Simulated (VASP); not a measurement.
# WS2 (P6_3/mmc) in VASP: a series of runs, part 2 of 2

VASP 6.6.1. The steps go on from the part before.

### 3 Single point, r2SCAN (20.23 Å³/atom)

This run uses another cell than the first one, of 20.23 Å³/atom.

Contents of POSCAR:

```
WS2
1.0
    3.1878293114      0.0000000000      0.0000000000
   -1.5939146557      2.7607411666      0.0000000000
    0.0000000000      0.0000000000     13.7933367373
W S
2 4
Direct
    0.3333333333      0.6666666667      0.2500000000
    0.6666666667      0.3333333333      0.7500000000
    0.3333333333      0.6666666667      0.6370297788
    0.6666666667      0.3333333333      0.1370297788
    0.3333333333      0.6666666667      0.8629702212
    0.6666666667      0.3333333333      0.3629702212
```

Contents of INCAR.step1:

```
SYSTEM = WS2
PREC = Accurate ; ENCUT = 520
ISMEAR = 0 ; SIGMA = 0.02
LREAL = .False. ; LASPH = .True.
NELM = 60 ; NBANDS = 35
GGA = PE ; ALGO = Normal
EDIFF = 1E-4 ; LWAVE = .True.
LCHARG = .False.
```

Contents of INCAR.step2:

```
SYSTEM = WS2
PREC = Accurate ; ENCUT = 520
EDIFF = 1E-6 ; ISMEAR = 0
SIGMA = 0.02 ; LREAL = .False.
LASPH = .True. ; NELM = 60
ALGO = Normal ; ISIF = 2
LWAVE = .False. ; LCHARG = .False.
METAGGA = R2SCAN ; LMIXTAU = .True.
NBANDS = 35 ; ISTART = 1
```

Contents of KPOINTS:

```
Automatic mesh
0
Gamma
  12 12 4
  0 0 0
```

Potentials or basis: VASP PAW PBE potentials, release 64 (W_sv, S).

Run with:

```console
cat potpaw_PBE.64/W_sv/POTCAR potpaw_PBE.64/S/POTCAR > POTCAR
cp INCAR.step1 INCAR
mpirun -np 1 vasp_std > vasp.out
cp INCAR.step2 INCAR
mpirun -np 1 vasp_std > vasp.out
```

OUTCAR:

```text
SYSTEM = WS2
   PREC = Accurate
   ENCUT = 520
   EDIFF = 1E-6
   ISMEAR = 0
   LREAL = .False.
   LASPH = .True.
   NELM = 60
   ISIF = 2
   METAGGA = R2SCAN
   ISTART = 1

 ion  position               nearest neighbor table
   1  0.333  0.667  0.250-   4 2.41   6 2.41   4 2.41   6 2.41   4 2.41   6 2.41
   2  0.667  0.333  0.750-   3 2.41   5 2.41   3 2.41   5 2.41   3 2.41   5 2.41
   3  0.333  0.667  0.637-   2 2.41   2 2.41   2 2.41
   4  0.667  0.333  0.137-   1 2.41   1 2.41   1 2.41
   5  0.333  0.667  0.863-   2 2.41   2 2.41   2 2.41
   6  0.667  0.333  0.363-   1 2.41   1 2.41   1 2.41

  LATTYP: Found a hexagonal cell.
 ALAT       =     3.1878293114
 C/A-ratio  =     4.3268743053

  Lattice vectors:

 A1 = (   3.1878293114,   0.0000000000,   0.0000000000)
 A2 = (  -1.5939146557,   2.7607411666,   0.0000000000)
 A3 = (   0.0000000000,   0.0000000000,  13.7933367373)

Analysis of symmetry for initial positions (statically):
=====================================================================
 Subroutine PRICEL returns:
 Original cell was already a primitive cell.

 Routine SETGRP: Setting up the symmetry group for a
 hexagonal supercell.

 Subroutine GETGRP returns: Found 24 space group operations
 (whereof 12 operations were pure point group operations)
 out of a pool of 24 trial point group operations.

The static configuration has the point symmetry D_3d.
 The point group associated with its full space group is D_6h.

Analysis of symmetry for dynamics (positions and initial velocities):
=====================================================================
 Subroutine PRICEL returns:
 Original cell was already a primitive cell.

 Routine SETGRP: Setting up the symmetry group for a
 hexagonal supercell.

[... 131 lines left out ...]
   IMIX   =      4    mixing-type and parameters
     AMIX     =   0.40;   BMIX     =  1.00
     AMIX_MAG =   1.60;   BMIX_MAG =  1.00
  volume/ion in A,a.u.               =      20.23       136.53
  Fermi-wavevector in a.u.,A,eV,Ry     =   1.234087  2.332087 20.721288  1.522972
  Thomas-Fermi vector in A             =   2.368792
   LORBIT       =      0    0 simple, 1 ext, 2 COOP (PROOUT), +10 PAW based schemes
   METAGGA = R2SCAN    functional components
   LHFCALC =     F    Hartree Fock is set to
   AEXX    =    0.0000 exact exchange contribution
   IVDW    =     0    specifies the selected vdW correction
   LEPSILON=     F    determine dielectric tensor
   LRPA    =     F    only Hartree local field effects (RPA)
 non-spin polarized calculation
 Gauss-broadening in eV      SIGMA  =   0.02
  energy-cutoff  :      520.00
  volume of cell :      121.39
 maximum number of plane-waves:      3294
 NGX is ok and might be reduce to    24
   NGX = 11   NGY = 11   NGZ = 51

 number of electron      52.0000001 magnetization

 Free energy of the ion-electron system (eV)
  ---------------------------------------------------
  ext. energy  EPLUGINS =         0.00000000
  ---------------------------------------------------
  free energy    TOTEN  =      -140.15270662 eV

  energy without entropy =     -140.15270662  energy(sigma->0) =     -140.15270662

 E-fermi :   5.6901     XC(G=0): -10.6829

 val. band max:        5.5084484263   @ k =   0.0000   0.0000   0.0000
 cond. band min:       7.0102152556   @ k =   0.3333   0.3333   0.0000
 fundamental gap:      1.5017668293
 Fermi energy:         5.6901350488

 k-point     1 :       0.0000    0.0000    0.0000
  band No.  band energies     occupation
      1     -70.8526      2.00000
      2     -70.8525      2.00000
      3     -34.4348      2.00000
      4     -34.4348      2.00000
      5     -34.2879      2.00000
      6     -34.2879      2.00000
[... 901 lines left out ...]
     34       9.8727      0.00000
     35      12.1478      0.00000

 [... further k-points ...]

------------------------ aborting loop because EDIFF is reached ----------------------------------------

  FORCE on cell =-STRESS in cart. coord.  units (eV):
  Direction    XX          YY          ZZ          XY          YZ          ZX
  --------------------------------------------------------------------------------------
  -------------------------------------------------------------------------------------
  Total       -0.3475271     -0.3475271     -0.3017755      0.0000000      0.0000000      0.0000000
  in kB       -4.5867930     -4.5867930     -3.9829469      0.0000000      0.0000000      0.0000000
  external PRESSURE =      -4.3855109 kB  Pullay stress =       0.0000000 kB

 VOLUME and BASIS-vectors are now :
 -----------------------------------------------------------------------------
  energy-cutoff  :      520.00
  volume of cell :      121.39
      direct lattice vectors                 reciprocal lattice vectors
     3.187829311  0.000000000  0.000000000     0.313693082  0.181110785  0.000000000
    -1.593914656  2.760741167  0.000000000     0.000000000  0.362221570  0.000000000
     0.000000000  0.000000000 13.793336737     0.000000000  0.000000000  0.072498774

 POSITION                                       TOTAL-FORCE (eV/Angst)
 -----------------------------------------------------------------------------------
     -0.00000      1.84049      3.44833         0.000000     -0.000000      0.000000
      1.59391      0.92025     10.34500        -0.000000      0.000000      0.000000
     -0.00000      1.84049      8.78677        -0.000000     -0.000000     -0.022835
      1.59391      0.92025      1.89010         0.000000      0.000000     -0.022835
     -0.00000      1.84049     11.90324        -0.000000     -0.000000      0.022835
      1.59391      0.92025      5.00657         0.000000      0.000000      0.022835
 -----------------------------------------------------------------------------------
    total drift:                               -0.000000      0.000000     -0.000000

  FREE ENERGIE OF THE ION-ELECTRON SYSTEM (eV)
  ---------------------------------------------------
  free  energy   TOTEN  =      -140.1527066195 eV

  energy  without entropy=     -140.1527066195  energy(sigma->0) =     -140.15270662
```

OUTCAR.step1:

```text
SYSTEM = WS2
   PREC = Accurate
   ENCUT = 520
   ISMEAR = 0
   LREAL = .False.
   LASPH = .True.
   NELM = 60
[... 1151 lines left out ...]
      1.59391      0.92025      1.89010         0.000000     -0.000000     -0.239201
     -0.00000      1.84049     11.90324         0.000000      0.000000      0.239201
      1.59391      0.92025      5.00657        -0.000000      0.000000      0.239201
 -----------------------------------------------------------------------------------
    total drift:                               -0.000000      0.000000     -0.000000

  FREE ENERGIE OF THE ION-ELECTRON SYSTEM (eV)
  ---------------------------------------------------
  free  energy   TOTEN  =       -47.3516259308 eV

  energy  without entropy=      -47.3516259308  energy(sigma->0) =      -47.35162593
```

Run time: 12 min. Hardware: 1 thread of Intel Xeon 8259CL, shared host; peak memory 0.38 GiB.

What came out:

```yaml
Free_energy: -140.1527 eV
Pressure: -0.4 GPa
Largest_force: 0.023 eV/Å
Band_gap_on_the_k_mesh: 1.50 eV (least direct gap 1.87 eV)
```

Forces on the atoms (eV/Å):
```
W    0.000  0.000  0.000
W    0.000  0.000  0.000
S    0.000  0.000 -0.023
S    0.000  0.000 -0.023
S    0.000  0.000  0.023
S    0.000  0.000  0.023
```

Levels at points of the mesh, in eV from the valence-band top:
```tsv
k point	band 22	band 23	band 24	band 25	band 26	band 27	band 28	band 29	band 30	band 31
(0.00, 0.00, 0.00)	-2.17	-2.17	-2.04	-0.67	0.00	2.68	2.68	2.68	2.68	2.82
(0.50, 0.00, 0.00)	-2.62	-1.85	-1.81	-1.39	-1.34	2.59	2.60	3.00	3.10	3.81
(0.00, 0.00, 0.50)	-2.17	-2.17	-2.17	-0.26	-0.26	2.68	2.68	2.68	2.68	2.84
(0.50, 0.00, 0.50)	-2.64	-1.83	-1.83	-1.36	-1.36	2.59	2.59	3.06	3.06	3.99
```

Caveat: the PAW data sets were made with another functional, which shifts forces and pressure a little; spin-orbit coupling is left out, which moves the levels of the heavy elements. A k mesh can miss the band edges.

### 4 Single point, r2SCAN

This run uses another cell than the first one, of 19.09 Å³/atom.

Contents of POSCAR:

```
WS2
1.0
    3.1819287585      0.0000000000      0.0000000000
   -1.5909643793      2.7556311379      0.0000000000
    0.0000000000      0.0000000000     13.0608875091
W S
2 4
Direct
    0.3333333333      0.6666666667      0.2500000000
    0.6666666667      0.3333333333      0.7500000000
    0.3333333333      0.6666666667      0.6305920623
    0.6666666667      0.3333333333      0.1305920623
    0.3333333333      0.6666666667      0.8694079377
    0.6666666667      0.3333333333      0.3694079377
```

Contents of INCAR.step1:

```
SYSTEM = WS2
PREC = Accurate
ENCUT = 520
ISMEAR = 0
SIGMA = 0.02
LREAL = .FALSE.
LASPH = .TRUE.
NELM = 60
NBANDS = 35
GGA = PE
ALGO = Normal
EDIFF = 1E-4
LWAVE = .TRUE.
LCHARG = .FALSE.
```

Contents of INCAR.step2:

```
SYSTEM = WS2
PREC = Accurate
ENCUT = 520
EDIFF = 1E-6
ISMEAR = 0
SIGMA = 0.02
LREAL = .FALSE.
LASPH = .TRUE.
NELM = 60
ALGO = Normal
ISIF = 2
LWAVE = .FALSE.
LCHARG = .FALSE.
METAGGA = R2SCAN
LMIXTAU = .TRUE.
NBANDS = 35
ISTART = 1
```

Contents of KPOINTS:

```
regular mesh
0
G
  12 12 4
  0 0 0
```

Run with:

```console
cat potpaw_PBE.64/W_sv/POTCAR potpaw_PBE.64/S/POTCAR > POTCAR
cp INCAR.step1 INCAR
mpirun -np 1 vasp_std > vasp.out
cp INCAR.step2 INCAR
mpirun -np 1 vasp_std > vasp.out
```

It took 6.1 min on 1 thread of AMD EPYC 9R45 (Zen 5), shared host; peak memory 0.32 GiB.

The run converged. Its results:

```
Free energy            : -140.1664 eV
Pressure               : 0.1 GPa
Largest force          : 0.017 eV/Å
Band gap on the k mesh : 1.38 eV (least direct gap 1.88 eV)
```

Forces on the atoms (eV/Å):
```
W    0.000  0.000  0.000
W    0.000  0.000  0.000
S    0.000  0.000 -0.017
S    0.000  0.000 -0.017
S    0.000  0.000  0.017
S    0.000  0.000  0.017
```

Levels at points of the mesh, in eV from the valence-band top:
```csv
k point,band 23,band 24,band 25,band 26,band 27,band 28,band 29,band 30
"(0.00, 0.00, 0.00)",-2.29,-1.89,-0.91,0.00,2.55,2.55,2.55,2.55
"(0.50, 0.00, 0.00)",-2.00,-1.91,-1.56,-1.47,2.47,2.49,2.86,3.02
"(0.00, 0.00, 0.50)",-2.30,-2.30,-0.31,-0.31,2.55,2.55,2.55,2.55
"(0.50, 0.00, 0.50)",-1.96,-1.96,-1.51,-1.51,2.48,2.48,2.94,2.94
```

Caveat: the PAW data sets were made with another functional, which shifts forces and pressure a little; spin-orbit coupling is left out, which moves the levels of the heavy elements. r2SCAN opens gaps a little over a GGA but as a rule still falls short of measured ones.

### 5 Single point, r2SCAN

This run uses another cell than the first one, of 19.09 Å³/atom.

POSCAR is that of step 4.

Contents of INCAR.step1:

```
  ALGO = Normal
  EDIFF = 1E-4
  ENCUT = 520
  GGA = PE
  ISMEAR = 0
  LASPH = T
  LCHARG = F
  LREAL = F
  LWAVE = T
  NBANDS = 35
  NELM = 80
  PREC = Accurate
  SIGMA = 0.02
```

Contents of INCAR.step2:

```
  ALGO = Normal
  EDIFF = 1E-6
  ENCUT = 520
  ISIF = 2
  ISMEAR = 0
  ISTART = 1
  LASPH = T
  LCHARG = F
  LMIXTAU = T
  LREAL = F
  LWAVE = F
  METAGGA = R2SCAN
  NBANDS = 35
  NELM = 80
  PREC = Accurate
  SIGMA = 0.02
```

Contents of KPOINTS:

```
k-points
0
Gamma
  12 12 4
```

Run with:

```console
cat potpaw_PBE.64/W_sv/POTCAR potpaw_PBE.64/S/POTCAR > POTCAR
cp INCAR.step1 INCAR
mpirun -np 1 vasp_std > vasp.out
cp INCAR.step2 INCAR
mpirun -np 1 vasp_std > vasp.out
```

Wall time 6 min (1 thread of AMD EPYC 9R45 (Zen 5), shared host); peak memory 0.32 GiB.

Results (log left out):

```
Free energy            : -140.1664 eV
Pressure               : 0.1 GPa
Largest force          : 0.017 eV/Å
Band gap on the k mesh : 1.38 eV (least direct gap 1.88 eV)
```

Forces in eV/Å, atoms in the order of the input:
```
W    0.000  0.000  0.000
W    0.000  0.000  0.000
S    0.000  0.000 -0.017
S    0.000  0.000 -0.017
S    0.000  0.000  0.017
S    0.000  0.000  0.017
```

Levels at points of the mesh, in eV from the valence-band top:
```tsv
k point	band 24	band 25	band 26	band 27	band 28	band 29
(0.00, 0.00, 0.00)	-1.89	-0.91	0.00	2.55	2.55	2.55
(0.50, 0.00, 0.00)	-1.91	-1.56	-1.47	2.47	2.49	2.86
(0.00, 0.00, 0.50)	-2.30	-0.31	-0.31	2.55	2.55	2.55
(0.50, 0.00, 0.50)	-1.96	-1.51	-1.51	2.48	2.48	2.94
```

Caveat: the PAW data sets were made with another functional, which shifts forces and pressure a little; spin-orbit coupling is left out, which moves the levels of the heavy elements.

### 6 Summary

| cell | gap on the mesh (eV) | pressure (GPa) | largest force (eV/Å) |
| --- | --- | --- | --- |
| a = 3.185, b = 3.185, c = 13.427 Å, angles 90.0, 90.0, 120.0°, 6 atoms, atomic positions A | 1.45 | -0.2 | 0.02 |
| a = 3.188, b = 3.188, c = 13.793 Å, angles 90.0, 90.0, 120.0°, 6 atoms, atomic positions B | 1.50 | -0.4 | 0.02 |
| a = 3.182, b = 3.182, c = 13.061 Å, angles 90.0, 90.0, 120.0°, 6 atoms, atomic positions C | 1.38 | 0.1 | 0.02 |

Alike in all rows: task single point; level r2SCAN; potentials or basis VASP PAW PBE potentials, release 64 (W_sv, S); no spin polarisation; k mesh 12 × 12 × 4; cutoff (eV) 520; smearing gaussian 0.02 eV.

Caveats: the PAW data sets were made with another functional, which shifts forces and pressure a little; spin-orbit coupling is left out, which moves the levels of the heavy elements.

Total energies depend on the potentials used, so only differences within one code and one set of settings carry meaning.
